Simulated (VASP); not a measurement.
# AlInAsP3 (P-6m2) in VASP: a series of runs, part 2 of 2

VASP 6.6.1. Earlier steps stand in the parts before.

## Step 3: Relaxation of cell and atoms, PBE

This run uses another cell than the first one, of 23.93 Å³/atom.

INCAR

```
SYSTEM = AlInAsP3
  ALGO = Normal
  EDIFF = 1E-7
  EDIFFG = -0.01
  ENCUT = 500
  GGA = PE
  GGA_COMPAT = .FALSE.
  IBRION = 2
  ISIF = 3
  ISMEAR = 0
  LASPH = .TRUE.
  LCHARG = .FALSE.
  LREAL = .FALSE.
  LWAVE = .FALSE.
  NELM = 120
  NELMIN = 4
  NSW = 100
  PREC = Accurate
  SIGMA = 0.1
```

KPOINTS

```
k-points
0
G
  12 12 6
  0 0 0
```

POSCAR

```
AlInAsP3
1.0
    4.8608983510      0.0000000000      0.0000000000
   -2.4304491755      4.2096614572      0.0000000000
    0.0000000000      0.0000000000      7.0178851477
Al In P As
1 1 3 1
Direct
    0.0000000000      0.0000000000      0.0000000000
    0.3333333333      0.6666666667      0.0000000000
    0.6666666667      0.3333333333      0.6541079121
    0.6666666667      0.3333333333      0.3458920879
    0.3333333333      0.6666666667      0.5000000000
    0.6666666667      0.3333333333      0.0000000000
```

Potentials or basis: VASP PAW PBE potentials, release 64 (Al, In_d, P, As).

Run with:

```
cat potpaw_PBE.64/Al/POTCAR potpaw_PBE.64/In_d/POTCAR potpaw_PBE.64/P/POTCAR potpaw_PBE.64/As/POTCAR > POTCAR
mpirun -np 1 vasp_std > vasp.out
```

OUTCAR:

```text
SYSTEM = AlInAsP3
   EDIFF = 1E-7
   EDIFFG = -0.01
   ENCUT = 500
   GGA = PE
   IBRION = 2
   ISIF = 3
   ISMEAR = 0
   LASPH = .TRUE.
   LREAL = .FALSE.
   NELM = 120
   NELMIN = 4
   NSW = 100
   PREC = Accurate

 ion  position               nearest neighbor table
   1  0.000  0.000  0.000-   2 2.81   6 2.81   6 2.81   2 2.81   6 2.81   2 2.81
   2  0.333  0.667  0.000-   1 2.81   6 2.81   6 2.81   1 2.81   1 2.81   6 2.81
   3  0.667  0.333  0.654-   4 2.16   6 2.43
   4  0.667  0.333  0.346-   3 2.16   6 2.43
   5  0.333  0.667  0.500-
   6  0.667  0.333  0.000-   3 2.43   4 2.43   2 2.81   1 2.81   2 2.81   1 2.81   1 2.81   2 2.81

  LATTYP: Found a hexagonal cell.
 ALAT       =     4.8608983510
 C/A-ratio  =     1.4437424198

  Lattice vectors:

 A1 = (   4.8608983510,   0.0000000000,   0.0000000000)
 A2 = (  -2.4304491755,   4.2096614572,   0.0000000000)
 A3 = (   0.0000000000,   0.0000000000,   7.0178851477)

Analysis of symmetry for initial positions (statically):
=====================================================================
 Subroutine PRICEL returns:
 Original cell was already a primitive cell.

 Routine SETGRP: Setting up the symmetry group for a
 hexagonal supercell.

 Subroutine GETGRP returns: Found 12 space group operations
 (whereof 12 operations were pure point group operations)
 out of a pool of 24 trial point group operations.

The static configuration has the point symmetry D_3h.

Analysis of symmetry for dynamics (positions and initial velocities):
=====================================================================
 Subroutine PRICEL returns:
 Original cell was already a primitive cell.

 Routine SETGRP: Setting up the symmetry group for a
 hexagonal supercell.

 Subroutine GETGRP returns: Found 12 space group operations
 (whereof 12 operations were pure point group operations)
 out of a pool of 24 trial point group operations.

The dynamic configuration has the point symmetry D_3h.

 Subroutine INISYM returns: Found 12 space group operations
 (whereof 12 operations are pure point group operations),
 and found     1 'primitive' translations

----------------------------------------------------------------------------------------

                                     Primitive cell

  volume of cell :     143.6051

  direct lattice vectors                    reciprocal lattice vectors
     4.860898351  0.000000000  0.000000000     0.205723290  0.118774397  0.000000000
    -2.430449176  4.209661457  0.000000000     0.000000000  0.237548793  0.000000000
     0.000000000  0.000000000  7.017885148     0.000000000  0.000000000  0.142493070

  length of vectors
     4.860898351  4.860898351  7.017885148     0.237548793  0.237548793  0.142493070

  position of ions in fractional coordinates (direct lattice)
     0.000000000  0.000000000  0.000000000
     0.333333333  0.666666667  0.000000000
     0.666666667  0.333333333  0.654107912
     0.666666667  0.333333333  0.345892088
     0.333333333  0.666666667  0.500000000
     0.666666667  0.333333333  0.000000000

  ion indices of the primitive-cell ions
   primitive index   ion index
                 1           1
                 2           2
                 3           3
                 4           4
[... 68 lines left out ...]
   ISPIN  =      1    spin polarized calculation?
   LNONCOLLINEAR =      F non collinear calculations
   LSORBIT =      F    spin-orbit coupling
   LASPH  =      T    aspherical Exc in radial PAW
   ENCUT  =  500.0 eV  36.75 Ry    6.06 a.u.   8.86  8.86 12.80*2*pi/ulx,y,z
   NELM   =    120;   NELMIN=  4; NELMDL= -5     # of ELM steps
   EDIFF  = 0.1E-06   stopping-criterion for ELM
   LREAL  =      F    real-space projection
   EDIFFG = -.1E-01   stopping-criterion for IOM
   NSW    =    100    number of steps for IOM
   IBRION =      2    ionic relax: 0-MD 1-quasi-New 2-CG
   NFREE  =      1    steps in history (QN), initial steepest desc. (CG)
   ISIF   =      3    stress and relaxation
   ISYM   =      2    0-nonsym 1-usesym 2-fastsym
   POTIM  = 0.5000    time-step for ionic-motion
   TEBEG  =    0.0;   TEEND  =   0.0 temperature during run
   PSTRESS=    0.0 pullay stress
   NELECT =      36.0000    total number of electrons
   NUPDOWN=      -1.0000    fix difference up-down
   EMIN   =  10.00;   EMAX   =-10.00  energy-range for DOS
   EFERMI =   0.00;   METHOD = LEGACY
   ISMEAR =     0;   SIGMA  =   0.10  broadening in eV -4-tet -1-fermi 0-gaus
   EFERMI_NEDOS =   21; number of points for ismear=-14 and -15
   IALGO  =     38    algorithm
   IMIX   =      4    mixing-type and parameters
     AMIX     =   0.40;   BMIX     =  1.00
     AMIX_MAG =   1.60;   BMIX_MAG =  1.00
  volume/ion in A,a.u.               =      23.93       161.52
  Fermi-wavevector in a.u.,A,eV,Ry     =   1.032252  1.950673 14.497605  1.065544
  Thomas-Fermi vector in A             =   2.166440
   LORBIT       =      0    0 simple, 1 ext, 2 COOP (PROOUT), +10 PAW based schemes
   GGA     = PE    functional components
   LHFCALC =     F    Hartree Fock is set to
   AEXX    =    0.0000 exact exchange contribution
   IVDW    =     0    specifies the selected vdW correction
   LEPSILON=     F    determine dielectric tensor
   LRPA    =     F    only Hartree local field effects (RPA)
 conjugate gradient relaxation of ions
 non-spin polarized calculation
 Gauss-broadening in eV      SIGMA  =   0.10
  energy-cutoff  :      500.00
  volume of cell :      143.61
 maximum number of plane-waves:      3678
 NGX is ok and might be reduce to    36
   NGX = 17   NGY = 17   NGZ = 25

--------------------------------------- Ionic step        1  -------------------------------------------

 number of electron      35.9999994 magnetization

 Free energy of the ion-electron system (eV)
  ---------------------------------------------------
  ext. energy  EPLUGINS =         0.00000000
  ---------------------------------------------------
  free energy    TOTEN  =       -21.83238855 eV

  energy without entropy =      -21.80790767  energy(sigma->0) =      -21.82014811

------------------------ aborting loop because EDIFF is reached ----------------------------------------

  FORCE on cell =-STRESS in cart. coord.  units (eV):
  Direction    XX          YY          ZZ          XY          YZ          ZX
  --------------------------------------------------------------------------------------
  -------------------------------------------------------------------------------------
  Total        0.3798605      0.3798605     -0.1497920      0.0000000      0.0000000     -0.0000000
  in kB        4.2380376      4.2380376     -1.6712032      0.0000000      0.0000000     -0.0000000
  external PRESSURE =       2.2682907 kB  Pullay stress =       0.0000000 kB
[... 101 lines left out ...]
  FREE ENERGIE OF THE ION-ELECTRON SYSTEM (eV)
  ---------------------------------------------------
  free  energy   TOTEN  =       -21.8353488929 eV

  energy  without entropy=      -21.8108806067  energy(sigma->0) =      -21.82311475

[... ionic steps 4 to 8 ...]

--------------------------------------- Ionic step        9  -------------------------------------------

 number of electron      35.9999997 magnetization

------------------------ aborting loop because EDIFF is reached ----------------------------------------
[... 75 lines left out ...]
--------------------------------------- Ionic step       11  -------------------------------------------

 number of electron      35.9999997 magnetization

 Free energy of the ion-electron system (eV)
  ---------------------------------------------------
  ext. energy  EPLUGINS =         0.00000000
  ---------------------------------------------------
  free energy    TOTEN  =       -21.83850687 eV

  energy without entropy =      -21.81561841  energy(sigma->0) =      -21.82706264

 E-fermi :   4.8743     XC(G=0):  -9.2013

 val. band max:        4.8714311698   @ k =   0.3333   0.1667   0.3333
 cond. band min:       4.8763394032   @ k =   0.1667   0.0000   0.5000
 fundamental gap:      0.0049082335
 Fermi energy:         4.8742957927

 k-point     1 :       0.0000    0.0000    0.0000
  band No.  band energies     occupation
      1     -10.0106      2.00000
      2      -9.9220      2.00000
      3      -9.9220      2.00000
      4      -9.8147      2.00000
      5      -9.8147      2.00000
      6      -8.8193      2.00000
[... 589 lines left out ...]
     21       5.9136      0.00000
     22       5.9474      0.00000

 [... further k-points ...]

------------------------ aborting loop because EDIFF is reached ----------------------------------------

  FORCE on cell =-STRESS in cart. coord.  units (eV):
  Direction    XX          YY          ZZ          XY          YZ          ZX
  --------------------------------------------------------------------------------------
  -------------------------------------------------------------------------------------
  Total        0.0032449      0.0032449      0.0047871      0.0000000     -0.0000000     -0.0000000
  in kB        0.0359372      0.0359372      0.0530170      0.0000000     -0.0000000     -0.0000000
  external PRESSURE =       0.0416304 kB  Pullay stress =       0.0000000 kB
[... 21 lines left out ...]
  FREE ENERGIE OF THE ION-ELECTRON SYSTEM (eV)
  ---------------------------------------------------
  free  energy   TOTEN  =       -21.8385068662 eV

  energy  without entropy=      -21.8156184075  energy(sigma->0) =      -21.82706264

 reached required accuracy - stopping structural energy minimisation
```

Wall time 27 min (1 thread of Intel Xeon Platinum 8488C (Sapphire Rapids), shared host); peak memory 0.44 GiB.

Results:

```yaml
Free_energy: -21.8385 eV
Relaxed_volume: 24.11 Å³/atom
Relaxed_cell: a = 4.909 Å, b = 4.909 Å, c = 6.932 Å, α = 90.00°, β = 90.00°, γ = 120.00°
Space_group_after_relaxing_to_0.1_Å: P-6m2 (No. 187)
Energy_gained_by_relaxing: 1.0 meV/atom
Ionic_steps: 11
Pressure_after_relaxing: 0.0 GPa
Largest_force_after_relaxing: 0.004 eV/Å
Band_gap_on_the_k_mesh: zero (bands 18 and 19 overlap by 1.56 eV)
```

Forces on the atoms (eV/Å):
```
Al   0.000  0.000  0.000
In   0.000  0.000  0.000
P    0.000  0.000  0.004
P    0.000  0.000 -0.004
P    0.000  0.000  0.000
As   0.000  0.000  0.000
```

Step by step:
```tsv
step	energy change (eV)	largest force (eV/Å)	pressure (GPa)	volume (Å³)
1	0.0000	0.0056	0.23	143.61
2	-0.0020	0.0109	0.00	144.31
3	-0.0030	0.0187	-0.37	145.57
4	-0.0041	0.0010	-0.34	145.58
5	-0.0050	0.0577	-0.18	145.60
6	-0.0052	0.0359	-0.26	145.60
7	-0.0053	0.0412	-0.24	145.60
8	-0.0058	0.0305	-0.14	145.23
9	-0.0061	0.0162	-0.01	144.74
10	-0.0061	0.0135	0.01	144.65
11	-0.0061	0.0038	0.00	144.67
```

Final structure:
```xyz
6
Lattice="4.9088 0.0000 0.0000 -2.4544 4.2511 0.0000 0.0000 0.0000 6.9324" Properties=species:S:1:pos:R:3 pbc="T T T"
Al    0.0000    0.0000    0.0000
In    0.0000    2.8341    0.0000
P     2.4544    1.4170    4.5354
P     2.4544    1.4170    2.3970
P     0.0000    2.8341    3.4662
As    2.4544    1.4170    0.0000
```

Caveat: the highest band is partly filled, so the run has too few bands; spin-orbit coupling is left out, which moves the levels of the heavy elements.
